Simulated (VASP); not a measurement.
# Au (Cmce) in VASP: further runs

The runs below take Au through single point, relaxation of cell and atoms, with PBE.

Everything below comes from runs of VASP 6.6.1. Logs are shortened: lines on timing, memory, paths and dates and some standing lists are left out, and cuts for length are marked.

## Step 1: The cell of the first run

Symmetry: Cmce, No. 64, orthorhombic system. Conventional cell: a = 4.483 Å, b = 7.598 Å, c = 4.489 Å, α = 90.00°, β = 90.00°, γ = 90.00°. Within 3.2 Å of Au (site symmetry m) lie 7 Au at 2.42 to 2.78 Å.

## Step 2: Single point, PBE

The input, INCAR:

```
SYSTEM = Au
PREC     = Accurate       ! precision mode
ENCUT    = 520            ! plane-wave cutoff, eV
EDIFF    = 1E-6           ! SCF threshold, eV
ISMEAR   = 0              ! smearing method
SIGMA    = 0.1            ! smearing width, eV
LREAL    = .FALSE.        ! projectors in reciprocal space
LASPH    = .TRUE.         ! aspherical terms in the spheres
NELM     = 60             ! most SCF steps
ALGO     = Fast           ! electronic algorithm
ISIF     = 2              ! what is computed and relaxed
LWAVE    = .FALSE.        ! write WAVECAR
LCHARG   = .TRUE.         ! write CHGCAR
GGA      = PE             ! functional
LELF     = .TRUE.         ! ELF
LVHAR    = .TRUE.       
NBANDS   = 30             ! bands
```

The input, KPOINTS:

```
regular mesh
0
G
  6 6 4
  0 0 0
```

The input, POSCAR:

```
Au
1.0
    2.2416747872     -3.7992230503      0.0000000000
    2.2416747872      3.7992230503      0.0000000000
    0.0000000000      0.0000000000      4.4893131936
Au
4
Direct
    0.1525000000      0.8475000000      0.0785000000
    0.6525000000      0.3475000000      0.4215000000
    0.8475000000      0.1525000000      0.9215000000
    0.3475000000      0.6525000000      0.5785000000
```

Potentials or basis: VASP PAW PBE potentials, release 64 (Au).

On the command line:

```bash
cat potpaw_PBE.64/Au/POTCAR > POTCAR
mpirun -np 1 vasp_std > vasp.out
```

OUTCAR:

```text
SYSTEM = Au
   PREC = Accurate
   ENCUT = 520
   EDIFF = 1E-6
   ISMEAR = 0
   LREAL = .FALSE.
   LASPH = .TRUE.
   NELM = 60
   ISIF = 2
   GGA = PE

 ion  position               nearest neighbor table
   1  0.153  0.847  0.078-   3 2.42   4 2.69   4 2.69   2 2.72   2 2.72   3 2.78   3 2.78
   2  0.653  0.347  0.422-   4 2.42   3 2.69   3 2.69   1 2.72   1 2.72   4 2.78   4 2.78
   3  0.847  0.153  0.922-   1 2.42   2 2.69   2 2.69   4 2.72   4 2.72   1 2.78   1 2.78
   4  0.347  0.653  0.578-   2 2.42   1 2.69   1 2.69   3 2.72   3 2.72   2 2.78   2 2.78

  LATTYP: Found a base centered orthorhombic cell.
 ALAT       =     4.4833495744
 B/A-ratio  =     1.6948145520
 C/A-ratio  =     1.0013301705

  Lattice vectors:

 A1 = (   2.2416747872,  -3.7992230503,   0.0000000000)
 A2 = (   2.2416747872,   3.7992230503,   0.0000000000)
 A3 = (   0.0000000000,   0.0000000000,   4.4893131936)

Analysis of symmetry for initial positions (statically):
=====================================================================
 Subroutine PRICEL returns:
 Original cell was already a primitive cell.

 Routine SETGRP: Setting up the symmetry group for a
 base centered orthorhombic supercell.

 Subroutine GETGRP returns: Found  8 space group operations
 (whereof  4 operations were pure point group operations)
 out of a pool of  8 trial point group operations.

The static configuration has the point symmetry C_2h.
 The point group associated with its full space group is D_2h.

Analysis of symmetry for dynamics (positions and initial velocities):
=====================================================================
 Subroutine PRICEL returns:
 Original cell was already a primitive cell.

 Routine SETGRP: Setting up the symmetry group for a
 base centered orthorhombic supercell.

 Subroutine GETGRP returns: Found  8 space group operations
 (whereof  4 operations were pure point group operations)
 out of a pool of  8 trial point group operations.

The dynamic configuration has the point symmetry C_2h.
 The point group associated with its full space group is D_2h.

 Subroutine INISYM returns: Found  8 space group operations
 (whereof  4 operations are pure point group operations),
 and found     1 'primitive' translations

----------------------------------------------------------------------------------------

                                     Primitive cell

  volume of cell :      76.4676

  direct lattice vectors                    reciprocal lattice vectors
     2.241674787 -3.799223050  0.000000000     0.223047519 -0.131605856  0.000000000
     2.241674787  3.799223050  0.000000000     0.223047519  0.131605856  0.000000000
     0.000000000  0.000000000  4.489313194     0.000000000  0.000000000  0.222751222

  length of vectors
     4.411258509  4.411258509  4.489313194     0.258979337  0.258979337  0.222751222

  position of ions in fractional coordinates (direct lattice)
     0.152500000  0.847500000  0.078500000
     0.652500000  0.347500000  0.421500000
     0.847500000  0.152500000  0.921500000
     0.347500000  0.652500000  0.578500000

  ion indices of the primitive-cell ions
   primitive index   ion index
                 1           1
                 2           2
                 3           3
                 4           4

----------------------------------------------------------------------------------------

 KPOINTS: regular mesh

Automatic generation of k-mesh.
 Grid dimensions read from file:
 generate k-points for:    6    6    4

 Generating k-lattice:

  Cartesian coordinates                     Fractional coordinates (reciprocal lattice)
     0.037174587 -0.021934309  0.000000000     0.166666667  0.000000000  0.000000000
     0.037174587  0.021934309  0.000000000     0.000000000  0.166666667  0.000000000
     0.000000000  0.000000000  0.055687806     0.000000000  0.000000000  0.250000000

  Length of vectors
     0.043163223  0.043163223  0.055687806

  Shift w.r.t. Gamma in fractional coordinates (k-lattice)
     0.000000000  0.000000000  0.000000000

 Subroutine IBZKPT returns following result:
 ===========================================

 Found     39 irreducible k-points:

 Following reciprocal coordinates:
            Coordinates               Weight
  0.000000  0.000000  0.000000      1.000000
  0.166667  0.000000  0.000000      4.000000
  0.333333  0.000000  0.000000      4.000000
  0.500000  0.000000  0.000000      2.000000
  0.166667  0.166667  0.000000      2.000000
  0.333333  0.166667  0.000000      4.000000
[... 16 lines left out ...]
  0.333333  0.333333  0.250000      4.000000
  0.500000  0.333333  0.250000      8.000000
 [... further k-points ...]
   k-points           NKPTS =     39   k-points in BZ     NKDIM =     39   number of bands    NBANDS=     30
   number of dos      NEDOS =    301   number of ions     NIONS =      4
   total plane-waves  NPLWV =  46656
   dimension x,y,z NGX =    36 NGY =   36 NGZ =   36
   dimension x,y,z NGXF=    72 NGYF=   72 NGZF=   72
   ions per type =               4
   NGX,Y,Z   is equivalent  to a cutoff of  13.57, 13.57, 13.33 a.u.
   NGXF,Y,Z  is equivalent  to a cutoff of  27.13, 27.13, 26.66 a.u.
 SYSTEM =  Au
   PREC   = accura    normal or accurate (medium, high low for compatibility)
   ISTART =      0    job   : 0-new  1-cont  2-samecut
   ICHARG =      2    charge: 1-file 2-atom 10-const
   ISPIN  =      1    spin polarized calculation?
   LNONCOLLINEAR =      F non collinear calculations
   LSORBIT =      F    spin-orbit coupling
   LASPH  =      T    aspherical Exc in radial PAW
   ENCUT  =  520.0 eV  38.22 Ry    6.18 a.u.   8.20  8.20  8.35*2*pi/ulx,y,z
   NELM   =     60;   NELMIN=  2; NELMDL= -5     # of ELM steps
   EDIFF  = 0.1E-05   stopping-criterion for ELM
   LREAL  =      F    real-space projection
   EDIFFG = 0.1E-04   stopping-criterion for IOM
   NSW    =      0    number of steps for IOM
   IBRION =     -1    ionic relax: 0-MD 1-quasi-New 2-CG
   NFREE  =      0    steps in history (QN), initial steepest desc. (CG)
   ISIF   =      2    stress and relaxation
   ISYM   =      2    0-nonsym 1-usesym 2-fastsym
   POTIM  = 0.5000    time-step for ionic-motion
   TEBEG  =    0.0;   TEEND  =   0.0 temperature during run
   PSTRESS=    0.0 pullay stress
   NELECT =      44.0000    total number of electrons
   NUPDOWN=      -1.0000    fix difference up-down
   EMIN   =  10.00;   EMAX   =-10.00  energy-range for DOS
   EFERMI =   0.00;   METHOD = LEGACY
   ISMEAR =     0;   SIGMA  =   0.10  broadening in eV -4-tet -1-fermi 0-gaus
   EFERMI_NEDOS =   21; number of points for ismear=-14 and -15
   IALGO  =     68    algorithm
   IMIX   =      4    mixing-type and parameters
     AMIX     =   0.40;   BMIX     =  1.00
     AMIX_MAG =   1.60;   BMIX_MAG =  1.00
  volume/ion in A,a.u.               =      19.12       129.01
  Fermi-wavevector in a.u.,A,eV,Ry     =   1.361654  2.573152 25.226567  1.854100
  Thomas-Fermi vector in A             =   2.488211
   LORBIT       =      0    0 simple, 1 ext, 2 COOP (PROOUT), +10 PAW based schemes
   GGA     = PE    functional components
   LHFCALC =     F    Hartree Fock is set to
   AEXX    =    0.0000 exact exchange contribution
   IVDW    =     0    specifies the selected vdW correction
   LEPSILON=     F    determine dielectric tensor
   LRPA    =     F    only Hartree local field effects (RPA)
 non-spin polarized calculation
 RMM-DIIS sequential band-by-band and
 Gauss-broadening in eV      SIGMA  =   0.10
  energy-cutoff  :      520.00
  volume of cell :       76.47
 maximum number of plane-waves:      2079
 NGX is ok and might be reduce to    36
   NGX = 17   NGY = 17   NGZ = 17

 number of electron      43.9999998 magnetization

 Free energy of the ion-electron system (eV)
  ---------------------------------------------------
  ext. energy  EPLUGINS =         0.00000000
  ---------------------------------------------------
  free energy    TOTEN  =       -10.72743140 eV

  energy without entropy =      -10.71849160  energy(sigma->0) =      -10.72296150

 E-fermi :   7.7836     XC(G=0): -11.8187

 val. band max:        7.7514061509   @ k =  -0.3333   0.3333   0.2500
 cond. band min:       7.7930952709   @ k =   0.3333   0.0000   0.2500
 fundamental gap:      0.0416891200
 Fermi energy:         7.7835969807

 k-point     1 :       0.0000    0.0000    0.0000
  band No.  band energies     occupation
      1      -1.2126      2.00000
      2       1.4329      2.00000
      3       1.5870      2.00000
      4       1.6010      2.00000
      5       2.1485      2.00000
      6       2.2601      2.00000
[... 22 lines left out ...]
     29      16.4795      0.00000
     30      19.3193      0.00000

 k-point     2 :       0.1667    0.0000    0.0000
  band No.  band energies     occupation
      1      -0.8809      2.00000
      2       1.3385      2.00000
      3       1.5475      2.00000
      4       1.8925      2.00000
      5       2.1094      2.00000
      6       2.1323      2.00000
[... 22 lines left out ...]
     29      18.1234      0.00000
     30      18.4145      0.00000

 k-point     3 :       0.3333    0.0000    0.0000
  band No.  band energies     occupation
      1       0.0309      2.00000
      2       1.3077      2.00000
      3       1.8188      2.00000
      4       1.8675      2.00000
      5       1.9614      2.00000
      6       1.9846      2.00000
[... 22 lines left out ...]
     29      18.3417      0.00000
     30      19.1584      0.00000

 k-point     4 :       0.5000    0.0000    0.0000
  band No.  band energies     occupation
      1       1.0876      2.00000
      2       1.0876      2.00000
      3       1.8052      2.00000
      4       1.8052      2.00000
      5       1.9113      2.00000
      6       1.9113      2.00000
[... 22 lines left out ...]
     29      18.8136      0.00000
     30      18.8136      0.00000

 k-point     5 :       0.1667    0.1667    0.0000
  band No.  band energies     occupation
      1      -0.2622      2.00000
      2       1.2728      2.00000
      3       1.7476      2.00000
      4       1.8930      2.00000
      5       2.0891      2.00000
      6       2.1956      2.00000
[... 22 lines left out ...]
     29      18.1054      0.00000
     30      18.2233      0.00000
[... 526 lines left out ...]
     29      17.3087      0.00000
     30      18.8095      0.00000

 k-point    22 :      -0.1667    0.1667    0.2500
  band No.  band energies     occupation
      1      -0.3844      2.00000
      2       1.4240      2.00000
      3       1.6042      2.00000
      4       1.7268      2.00000
      5       1.7816      2.00000
      6       2.0084      2.00000
[... 22 lines left out ...]
     29      16.3856      0.00000
     30      17.2310      0.00000

 k-point    23 :       0.3333    0.3333    0.2500
  band No.  band energies     occupation
      1       1.1748      2.00000
      2       1.2123      2.00000
      3       1.4850      2.00000
      4       1.4892      2.00000
      5       1.6114      2.00000
      6       1.6485      2.00000
[... 22 lines left out ...]
     29      19.0243      0.00000
     30      19.4168      0.00000

 k-point    24 :       0.5000    0.3333    0.2500
  band No.  band energies     occupation
      1       0.8206      2.00000
      2       1.1929      2.00000
      3       1.4026      2.00000
      4       1.5687      2.00000
      5       1.6853      2.00000
      6       1.8042      2.00000
[... 22 lines left out ...]
     29      18.0475      0.00000
     30      18.5831      0.00000

 [... further k-points ...]
[... 5 lines left out ...]
  --------------------------------------------------------------------------------------
  -------------------------------------------------------------------------------------
  Total        5.8997018     16.8891708      8.7111095      0.0000000      0.0000000      0.0000000
  in kB      123.6127708    353.8682613    182.5184425      0.0000000      0.0000000      0.0000000
  external PRESSURE =     219.9998249 kB  Pullay stress =       0.0000000 kB

 VOLUME and BASIS-vectors are now :
 -----------------------------------------------------------------------------
  energy-cutoff  :      520.00
  volume of cell :       76.47
      direct lattice vectors                 reciprocal lattice vectors
     2.241674787 -3.799223050  0.000000000     0.223047519 -0.131605856  0.000000000
     2.241674787  3.799223050  0.000000000     0.223047519  0.131605856  0.000000000
     0.000000000  0.000000000  4.489313194     0.000000000  0.000000000  0.222751222

 POSITION                                       TOTAL-FORCE (eV/Angst)
 -----------------------------------------------------------------------------------
      2.24167      2.64046      0.35241         0.000000     -1.859633      0.757827
      2.24167     -1.15876      1.89225         0.000000     -1.859633     -0.757827
      2.24167     -2.64046      4.13690         0.000000      1.859633     -0.757827
      2.24167      1.15876      2.59707         0.000000      1.859633      0.757827
 -----------------------------------------------------------------------------------
    total drift:                                0.000000      0.000000     -0.000000

  FREE ENERGIE OF THE ION-ELECTRON SYSTEM (eV)
  ---------------------------------------------------
  free  energy   TOTEN  =       -10.7274314003 eV

  energy  without entropy=      -10.7184916043  energy(sigma->0) =      -10.72296150
```

Wall time 40 s (1 thread of Intel Xeon 6975P-C, shared host); peak memory 0.24 GiB.

What came out:

* Free energy: -10.7274 eV
* Pressure: 22.0 GPa
* Largest force: 2.008 eV/Å
* Band gap on the k mesh: zero (bands 22 and 23 overlap by 2.60 eV)

Forces in eV/Å, atoms in the order of the input:
```
Au   0.000 -1.860  0.758
Au   0.000 -1.860 -0.758
Au   0.000  1.860 -0.758
Au   0.000  1.860  0.758
```

Levels at points of the mesh, in eV from the Fermi level:
| k point | band 20 | band 21 | band 22 | band 23 | band 24 | band 25 |
| --- | --- | --- | --- | --- | --- | --- |
| (0.00, 0.00, 0.00) | -1.47 | -1.33 | 1.75 | 1.83 | 4.28 | 4.68 |
| (0.50, 0.00, 0.00) | -2.09 | -1.42 | -1.42 | 2.78 | 2.78 | 4.14 |
| (0.50, 0.50, 0.00) | -1.81 | -1.50 | -1.08 | 0.58 | 2.94 | 4.91 |
| (0.00, 0.00, 0.50) | -1.85 | -1.59 | -1.59 | 5.77 | 5.77 | 7.18 |
| (0.50, 0.00, 0.50) | -1.89 | -1.19 | -1.19 | -0.31 | -0.31 | 3.25 |
| (0.50, 0.50, 0.50) | -1.88 | -1.03 | -1.03 | 0.28 | 0.28 | 5.11 |

Caveat: the stress differs along the axes, from 12 to 35 GPa; spin-orbit coupling is left out, which moves the levels of the heavy elements; forces of over 1 eV/Å act on the atoms, so gaps and moduli don't describe the material at rest.

## Step 3: Relaxation of cell and atoms, PBE

The input, INCAR:

```
ALGO = Normal
EDIFF = 1E-6
EDIFFG = -0.04
ENCUT = 600
GGA = PE
IBRION = 2
ISIF = 3
ISMEAR = 0
LASPH = True
LCHARG = False
LREAL = False
LWAVE = False
NELM = 60
NSW = 90
PREC = Accurate
SIGMA = 0.1
```

The input, KPOINTS:

```
k-points
0
Gamma
  4 4 4
```

POSCAR is that of step 2.

Potentials or basis: VASP PAW PBE potentials, release 64 (Au).

On the command line:

```bash
cat potpaw_PBE.64/Au/POTCAR > POTCAR
mpirun -np 1 vasp_std > vasp.out
```

Run time: 25 min. Hardware: 1 thread of Intel Xeon 6975P-C, shared host; peak memory 0.25 GiB.

The run converged. Its results:

```
Free energy                           : -12.9354 eV
Relaxed volume                        : 17.93 Å³/atom
Relaxed cell                          : a = 3.426 Å, b = 3.426 Å, c = 6.109 Å, α = 90.00°, β = 90.00°, γ = 90.11°
Space group after relaxing (to 0.1 Å) : I4/mmm (No. 139)
Energy gained by relaxing             : 562.9 meV/atom
Ionic steps                           : 66
Pressure after relaxing               : 0.2 GPa
Largest force after relaxing          : 0.028 eV/Å
Band gap on the k mesh                : zero (bands 22 and 23 overlap by 3.95 eV)
```

Forces in eV/Å, atoms in the order of the input:
```
Au   0.000  0.012  0.025
Au   0.000  0.012 -0.025
Au   0.000 -0.012 -0.025
Au   0.000 -0.012  0.025
```

Stress tensor (GPa, compression positive):
```
 0.25  0.00  0.00
 0.00 -0.03  0.00
 0.00  0.00  0.27
```

The path:
```
step  energy change (eV)  largest force (eV/Å)  pressure (GPa)  volume (Å³)
   1              0.0000                1.9766           22.11        76.47
   3             -0.9607                0.1172           -1.25        90.09
   5             -0.9634                0.1375           -0.42        89.21
   7             -0.9979                0.0156            0.96        88.34
   9             -1.0114                0.1292           -0.64        89.92
  11             -1.0285                0.2469            0.42        89.05
  13             -1.0699                0.2260           -0.14        89.52
  15             -1.2967                0.1817           -5.27        90.36
  17             -1.3081                0.1729           -5.57        90.21
  19             -1.3385                0.1290           -7.00        89.41
  21             -1.4337                0.1068           -6.12        87.01
  23             -1.8685                0.2373           -0.27        76.29
  25             -1.8908                0.2968            1.62        74.90
  27             -1.9150                0.3699            4.45        72.92
  29             -1.9426                0.4435            6.01        71.70
  31             -2.0194                0.3159           -0.63        74.62
  33             -2.0449                0.2836           -0.47        74.31
  35             -2.1208                0.1660            0.82        72.93
  37             -2.1292                0.1432            1.42        72.55
  39             -2.1391                0.0933           -0.72        73.65
  41             -2.1438                0.0443           -0.24        73.35
  43             -2.1452                0.0345            0.18        73.07
  45             -2.1465                0.0238            0.11        73.02
  47             -2.1480                0.0126           -0.51        73.24
  49             -2.1580                0.0256           -0.93        73.22
  51             -2.2178                0.1741           -1.86        73.01
  53             -2.2188                0.1920           -1.76        72.94
  55             -2.2201                0.2031           -1.57        72.83
  57             -2.2263                0.1970           -0.84        72.42
  59             -2.2279                0.1661            2.43        70.79
  61             -2.2345                0.1711            0.78        71.56
  63             -2.2462                0.0768            0.04        71.84
  65             -2.2510                0.0369           -0.34        71.98
  66             -2.2515                0.0280            0.16        71.72
```

Final structure:
```
CELL_PARAMETERS angstrom
2.42040 -2.42500 0.00000
2.42040 2.42500 0.00000
0.00000 0.00000 6.10942
ATOMIC_POSITIONS crystal
Au 0.25052 0.74948 0.12452
Au 0.75052 0.24948 0.37548
Au 0.74948 0.25052 0.87548
Au 0.24948 0.75052 0.62452
```

Levels at points of the mesh, in eV from the Fermi level:
```
           k point  band 20  band 21  band 22  band 23  band 24  band 25
(0.00, 0.00, 0.00)    -1.62    -1.41    -0.74    -0.72     5.41     5.42
(0.50, 0.00, 0.00)    -1.97    -1.24    -1.24     0.05     0.05     3.86
(0.50, 0.50, 0.00)    -1.31    -0.63    -0.61     2.87     2.91     3.20
(0.00, 0.00, 0.50)    -2.53    -1.97    -1.97     3.49     3.49     8.11
(0.50, 0.00, 0.50)    -1.85    -1.26    -1.26    -1.26    -1.26     8.24
(0.50, 0.50, 0.50)    -2.63     2.69     2.69     2.72     2.72     2.93
```

Caveat: the k points lie up to 0.46 Å⁻¹ apart in the final cell, too coarse for converged energies and pressures of a metal; a cell axis changed by over 15 % at a fixed basis, so the end point is rough; spin-orbit coupling is left out, which moves the levels of the heavy elements.

The gap in the log of VASP goes by the Fermi energy; the results here count the filled bands.